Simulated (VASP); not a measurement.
# NaH (kn) (Fm-3m) in VASP: single point with PBEsol

Aim: the single point of NaH (kn) with PBEsol.

Program: VASP 6.6.1. These are calculated values, not measurements. Logs are shortened: lines on timing, memory, paths and dates and some standing lists are left out, and cuts for length are marked.

### 1 The cell of the first run

The structure is cubic, space group Fm-3m (No. 225). The conventional cell has a = 4.792 Å, b = 4.792 Å, c = 4.792 Å, α = 90.00°, β = 90.00°, γ = 90.00°. Na (site symmetry m-3m) has 6 H at 2.40 Å within 3.2 Å. Within 3.2 Å of H (site symmetry m-3m) lie 6 Na at 2.40 Å.

### 2 Single point, PBEsol

INCAR reads:

```
PREC     = Accurate       # precision mode
ENCUT    = 500            # plane-wave cutoff, eV
EDIFF    = 1E-6           # SCF threshold, eV
ISMEAR   = 0              # smearing method
SIGMA    = 0.02           # smearing width, eV
LREAL    = F              # projectors in reciprocal space
LASPH    = T              # aspherical terms in the spheres
NELM     = 120            # most SCF steps
ALGO     = Normal         # electronic algorithm
ISIF     = 2              # what is computed and relaxed
LWAVE    = F              # write WAVECAR
LCHARG   = F              # write CHGCAR
GGA      = PS             # functional
NBANDS   = 11             # bands
GGA_COMPAT= F
```

KPOINTS reads:

```
regular mesh
0
Gamma
  6 6 6
```

POSCAR reads:

```
NaH
1.0
    0.0000000000      2.3957638013      2.3957638013
    2.3957638013      0.0000000000      2.3957638013
    2.3957638013      2.3957638013      0.0000000000
Na H
1 1
Direct
    0.0000000000      0.0000000000      0.0000000000
    0.5000000000      0.5000000000      0.5000000000
```

Potentials or basis: VASP PAW PBE potentials, release 64 (Na_pv, H).

Run with:

```bash
cat potpaw_PBE.64/Na_pv/POTCAR potpaw_PBE.64/H/POTCAR > POTCAR
mpirun -np 1 vasp_std > vasp.out
```

OUTCAR:

```text
PREC = Accurate
   ENCUT = 500
   EDIFF = 1E-6
   ISMEAR = 0
   LREAL = F
   LASPH = T
   NELM = 120
   ISIF = 2
   GGA = PS

 ion  position               nearest neighbor table
   1  0.000  0.000  0.000-
   2  0.500  0.500  0.500-

  LATTYP: Found a face centered cubic cell.
 ALAT       =     4.7915276026

  Lattice vectors:

 A1 = (   0.0000000000,   2.3957638013,   2.3957638013)
 A2 = (   2.3957638013,   0.0000000000,   2.3957638013)
 A3 = (   2.3957638013,   2.3957638013,   0.0000000000)

Analysis of symmetry for initial positions (statically):
=====================================================================
 Subroutine PRICEL returns:
 Original cell was already a primitive cell.

 Routine SETGRP: Setting up the symmetry group for a
 face centered cubic supercell.

 Subroutine GETGRP returns: Found 48 space group operations
 (whereof 48 operations were pure point group operations)
 out of a pool of 48 trial point group operations.

The static configuration has the point symmetry O_h .

Analysis of symmetry for dynamics (positions and initial velocities):
=====================================================================
 Subroutine PRICEL returns:
 Original cell was already a primitive cell.

 Routine SETGRP: Setting up the symmetry group for a
 face centered cubic supercell.

 Subroutine GETGRP returns: Found 48 space group operations
 (whereof 48 operations were pure point group operations)
 out of a pool of 48 trial point group operations.

The dynamic configuration has the point symmetry O_h .

 Subroutine INISYM returns: Found 48 space group operations
 (whereof 48 operations are pure point group operations),
 and found     1 'primitive' translations

----------------------------------------------------------------------------------------

                                     Primitive cell

  volume of cell :      27.5019

  direct lattice vectors                    reciprocal lattice vectors
     0.000000000  2.395763801  2.395763801    -0.208701709  0.208701709  0.208701709
     2.395763801  0.000000000  2.395763801     0.208701709 -0.208701709  0.208701709
     2.395763801  2.395763801  0.000000000     0.208701709  0.208701709 -0.208701709

  length of vectors
     3.388121660  3.388121660  3.388121660     0.361481964  0.361481964  0.361481964

  position of ions in fractional coordinates (direct lattice)
     0.000000000  0.000000000  0.000000000
     0.500000000  0.500000000  0.500000000

  ion indices of the primitive-cell ions
   primitive index   ion index
                 1           1
                 2           2

----------------------------------------------------------------------------------------

 KPOINTS: regular mesh

Automatic generation of k-mesh.
 Grid dimensions read from file:
 generate k-points for:    6    6    6

 Generating k-lattice:

  Cartesian coordinates                     Fractional coordinates (reciprocal lattice)
    -0.034783618  0.034783618  0.034783618     0.166666667  0.000000000  0.000000000
     0.034783618 -0.034783618  0.034783618     0.000000000  0.166666667  0.000000000
     0.034783618  0.034783618 -0.034783618     0.000000000  0.000000000  0.166666667

  Length of vectors
     0.060246994  0.060246994  0.060246994

  Shift w.r.t. Gamma in fractional coordinates (k-lattice)
     0.000000000  0.000000000  0.000000000

 Subroutine IBZKPT returns following result:
 ===========================================

 Found     16 irreducible k-points:

 Following reciprocal coordinates:
            Coordinates               Weight
  0.000000  0.000000  0.000000      1.000000
  0.166667  0.000000  0.000000      8.000000
  0.333333  0.000000  0.000000      8.000000
  0.500000  0.000000  0.000000      4.000000
  0.166667  0.166667  0.000000      6.000000
  0.333333  0.166667  0.000000     24.000000
[... 8 lines left out ...]
 -0.333333  0.333333  0.166667     24.000000
 -0.333333  0.500000  0.166667     12.000000
   k-points           NKPTS =     16   k-points in BZ     NKDIM =     16   number of bands    NBANDS=     11
   number of dos      NEDOS =    301   number of ions     NIONS =      2
   total plane-waves  NPLWV =  21952
   dimension x,y,z NGX =    28 NGY =   28 NGZ =   28
   dimension x,y,z NGXF=    56 NGYF=   56 NGZF=   56
   ions per type =               1   1
   NGX,Y,Z   is equivalent  to a cutoff of  13.74, 13.74, 13.74 a.u.
   NGXF,Y,Z  is equivalent  to a cutoff of  27.48, 27.48, 27.48 a.u.
 SYSTEM =  unknown system
   PREC   = accura    normal or accurate (medium, high low for compatibility)
   ISTART =      0    job   : 0-new  1-cont  2-samecut
   ICHARG =      2    charge: 1-file 2-atom 10-const
   ISPIN  =      1    spin polarized calculation?
   LNONCOLLINEAR =      F non collinear calculations
   LSORBIT =      F    spin-orbit coupling
   LASPH  =      T    aspherical Exc in radial PAW
   ENCUT  =  500.0 eV  36.75 Ry    6.06 a.u.   6.18  6.18  6.18*2*pi/ulx,y,z
   NELM   =    120;   NELMIN=  2; NELMDL= -5     # of ELM steps
   EDIFF  = 0.1E-05   stopping-criterion for ELM
   LREAL  =      F    real-space projection
   EDIFFG = 0.1E-04   stopping-criterion for IOM
   NSW    =      0    number of steps for IOM
   IBRION =     -1    ionic relax: 0-MD 1-quasi-New 2-CG
   NFREE  =      0    steps in history (QN), initial steepest desc. (CG)
   ISIF   =      2    stress and relaxation
   ISYM   =      2    0-nonsym 1-usesym 2-fastsym
   POTIM  = 0.5000    time-step for ionic-motion
   TEBEG  =    0.0;   TEEND  =   0.0 temperature during run
   PSTRESS=    0.0 pullay stress
   NELECT =       8.0000    total number of electrons
   NUPDOWN=      -1.0000    fix difference up-down
   EMIN   =  10.00;   EMAX   =-10.00  energy-range for DOS
   EFERMI =   0.00;   METHOD = LEGACY
   ISMEAR =     0;   SIGMA  =   0.02  broadening in eV -4-tet -1-fermi 0-gaus
   EFERMI_NEDOS =   21; number of points for ismear=-14 and -15
   IALGO  =     38    algorithm
   IMIX   =      4    mixing-type and parameters
     AMIX     =   0.40;   BMIX     =  1.00
     AMIX_MAG =   1.60;   BMIX_MAG =  1.00
  volume/ion in A,a.u.               =      13.75        92.80
  Fermi-wavevector in a.u.,A,eV,Ry     =   1.084720  2.049823 16.008841  1.176617
  Thomas-Fermi vector in A             =   2.220816
   LORBIT       =      0    0 simple, 1 ext, 2 COOP (PROOUT), +10 PAW based schemes
   GGA     = PS    functional components
   LHFCALC =     F    Hartree Fock is set to
   AEXX    =    0.0000 exact exchange contribution
   IVDW    =     0    specifies the selected vdW correction
   LEPSILON=     F    determine dielectric tensor
   LRPA    =     F    only Hartree local field effects (RPA)
 non-spin polarized calculation
 Gauss-broadening in eV      SIGMA  =   0.02
  energy-cutoff  :      500.00
  volume of cell :       27.50
 maximum number of plane-waves:       725
 NGX is ok and might be reduce to    28
   NGX = 13   NGY = 13   NGZ = 13

 number of electron       7.9999992 magnetization

 Free energy of the ion-electron system (eV)
  ---------------------------------------------------
  ext. energy  EPLUGINS =         0.00000000
  ---------------------------------------------------
  free energy    TOTEN  =        -5.08583023 eV

  energy without entropy =       -5.08583023  energy(sigma->0) =       -5.08583023

 E-fermi :  -0.9625     XC(G=0):  -7.9778

 val. band max:       -1.0604965416   @ k =  -0.3333   0.5000   0.1667
 cond. band min:       2.5924585329   @ k =   0.5000   0.0000   0.0000
 fundamental gap:      3.6529550745
 Fermi energy:        -0.9624618836

 k-point     1 :       0.0000    0.0000    0.0000
  band No.  band energies     occupation
      1     -22.9674      2.00000
      2     -22.9674      2.00000
      3     -22.9674      2.00000
      4      -4.8095      2.00000
      5       9.6282      0.00000
      6      14.5748      0.00000
      7      14.5748      0.00000
      8      14.5748      0.00000
      9      15.5865      0.00000
     10      15.5865      0.00000
     11      15.5865      0.00000

 k-point     2 :       0.1667    0.0000    0.0000
  band No.  band energies     occupation
      1     -22.9941      2.00000
      2     -22.9705      2.00000
      3     -22.9705      2.00000
      4      -4.3207      2.00000
      5       7.9564      0.00000
      6      11.3168      0.00000
      7      13.5036      0.00000
      8      13.5036      0.00000
      9      16.7537      0.00000
     10      16.7537      0.00000
     11      17.0701      0.00000

 k-point     3 :       0.3333    0.0000    0.0000
  band No.  band energies     occupation
      1     -23.0468      2.00000
      2     -22.9768      2.00000
      3     -22.9768      2.00000
      4      -3.0098      2.00000
      5       4.5072      0.00000
      6      10.0895      0.00000
      7      12.6546      0.00000
      8      12.6546      0.00000
      9      15.9593      0.00000
     10      15.9593      0.00000
     11      18.2236      0.00000

 k-point     4 :       0.5000    0.0000    0.0000
  band No.  band energies     occupation
      1     -23.0727      2.00000
      2     -22.9800      2.00000
      3     -22.9800      2.00000
      4      -1.9218      2.00000
      5       2.5925      0.00000
      6       9.7926      0.00000
      7      12.3737      0.00000
      8      12.3737      0.00000
      9      15.4523      0.00000
     10      15.4523      0.00000
     11      18.0770      0.00000
[... 127 lines left out ...]
 k-point    14 :       0.5000    0.3333    0.1667
  band No.  band energies     occupation
      1     -23.0439      2.00000
      2     -23.0071      2.00000
      3     -22.9888      2.00000
      4      -2.0664      2.00000
      5       4.7048      0.00000
      6       6.6112      0.00000
      7       9.6547      0.00000
      8      14.5853      0.00000
      9      14.5883      0.00000
     10      17.0409      0.00000
     11      21.0009      0.00000

 k-point    15 :      -0.3333    0.3333    0.1667
  band No.  band energies     occupation
      1     -23.0465      2.00000
      2     -23.0191      2.00000
      3     -22.9947      2.00000
      4      -1.2913      2.00000
      5       3.9467      0.00000
      6       5.7413      0.00000
      7       8.8167      0.00000
      8      14.5651      0.00000
      9      15.7413      0.00000
     10      18.1925      0.00000
     11      20.1673      0.00000

 k-point    16 :      -0.3333    0.5000    0.1667
  band No.  band energies     occupation
      1     -23.0466      2.00000
      2     -23.0175      2.00000
      3     -23.0047      2.00000
      4      -1.0605      2.00000
      5       4.0710      0.00000
      6       5.9688      0.00000
      7       7.7163      0.00000
      8      13.9473      0.00000
      9      14.2284      0.00000
     10      20.0145      0.00000
     11      20.0360      0.00000

------------------------ aborting loop because EDIFF is reached ----------------------------------------

  FORCE on cell =-STRESS in cart. coord.  units (eV):
  Direction    XX          YY          ZZ          XY          YZ          ZX
  --------------------------------------------------------------------------------------
  -------------------------------------------------------------------------------------
  Total       -0.0098999     -0.0098999     -0.0098999      0.0000000      0.0000000     -0.0000000
  in kB       -0.5767373     -0.5767373     -0.5767373      0.0000000      0.0000000     -0.0000000
  external PRESSURE =      -0.5767373 kB  Pullay stress =       0.0000000 kB

 VOLUME and BASIS-vectors are now :
 -----------------------------------------------------------------------------
  energy-cutoff  :      500.00
  volume of cell :       27.50
      direct lattice vectors                 reciprocal lattice vectors
     0.000000000  2.395763801  2.395763801    -0.208701709  0.208701709  0.208701709
     2.395763801  0.000000000  2.395763801     0.208701709 -0.208701709  0.208701709
     2.395763801  2.395763801  0.000000000     0.208701709  0.208701709 -0.208701709

 POSITION                                       TOTAL-FORCE (eV/Angst)
 -----------------------------------------------------------------------------------
      0.00000      0.00000      0.00000        -0.000000     -0.000000     -0.000000
      2.39576      2.39576      2.39576         0.000000      0.000000      0.000000
 -----------------------------------------------------------------------------------
    total drift:                               -0.000000     -0.000000     -0.000000

  FREE ENERGIE OF THE ION-ELECTRON SYSTEM (eV)
  ---------------------------------------------------
  free  energy   TOTEN  =        -5.0858302254 eV

  energy  without entropy=       -5.0858302254  energy(sigma->0) =       -5.08583023
```

Run time: 6.9 s. Hardware: 1 thread of Intel Xeon Platinum 8375C at 2.90GHz (Ice Lake), shared host; peak memory 0.14 GiB.

What came out:

| Property | Result |
| --- | --- |
| Free energy | -5.0858 eV |
| Pressure | -0.1 GPa |
| Band gap on the k mesh | 3.65 eV, indirect (least direct gap 4.51 eV) |

Caveat: the PAW data sets were made with another functional, which shifts forces and pressure a little. A k mesh can miss the band edges.
